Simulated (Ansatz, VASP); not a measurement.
## Pd in VASP and in Ansatz

Contents of INCAR:

```
SYSTEM = Pd
ALGO = Normal ; EDIFF = 1E-6
EDIFFG = -0.01 ; ENCUT = 600
GGA = CA ; IBRION = 2
ISIF = 3 ; ISMEAR = -1
ISPIN = 2 ; LASPH = .TRUE.
LCHARG = .FALSE. ; LMAXMIX = 4
LORBIT = 11 ; LREAL = .FALSE.
LWAVE = .FALSE. ; MAGMOM = 0.5 -0.5
NELM = 150 ; NSW = 80
PREC = Accurate ; SIGMA = 0.05
```

Contents of KPOINTS:

```
k-points
0
G
  10 10 10
  0 0 0
```

Contents of POSCAR:

```
Pd
1.0
    0.0000000000      2.7082278367      2.7082278367
    2.7082278367      0.0000000000      2.7082278367
    2.7082278367      2.7082278367      0.0000000000
Pd
2
Direct
    0.1250000000      0.1250000000      0.1250000000
    0.8750000000      0.8750000000      0.8750000000
```

Input for Ansatz:

```yaml
crystal:
  lattice:
    - [0.0, 2.7082278367, 2.7082278367]
    - [2.7082278367, 0.0, 2.7082278367]
    - [2.7082278367, 2.7082278367, 0.0]
  atoms:
    - { symbol: Pd, position: [0.125, 0.125, 0.125], spin: 0.5 }
    - { symbol: Pd, position: [0.875, 0.875, 0.875], spin: -0.5 }
hamiltonian:
  xc: lda
  pseudopotentials:
    kind: paw
    azcp:
      Pd: "pseudopotentials/Pd.paw.azcp"
basis:
  ecutwfc: 420
  fft_grid_basis: typed
kpoints:
  mp_grid: { grid: [10, 10, 10], shift: [0, 0, 0] }
magnetization:
  spin_polarized: true
scf:
  occupations: { method: fermi_dirac, width: 0.05 }
relax:
  max_steps: 60
  f_tol: 0.01
  cell: {}
```

Alike in both runs: task relaxation of cell and atoms; functional LDA; k mesh 10 × 10 × 10; occupations fermi-dirac, width 0.05 eV; collinear spin.

|  | VASP | Ansatz |
| --- | --- | --- |
| version | VASP 6.6.1 | Ansatz 0.2.0 |
| potentials or method | VASP PAW LDA potentials, release 64 (Pd), cutoff 600 eV | plane waves (420 eV) with PAW, scalar-relativistic |
| valence electrons in the cell | 20 | 36 |

```csv
,VASP,Ansatz,Ansatz less VASP
net moment per atom (μB),0.00,0.00,0.000
relaxed volume (Å³/atom),22.08,22.13,+0.047
relaxed cell length with the largest relative difference (Å),3.967,3.970,+0.0028
```

Ansatz warns that its potentials were made for another functional, while VASP's fit it. LDA's correlation is that of Perdew and Zunger in VASP and of Perdew and Wang (1992) in Ansatz. VASP's potentials hold 20 valence electrons a cell and Ansatz's 36, so a difference there can come from the potentials and not from the codes. Ansatz's warnings: seeded moment not kept.
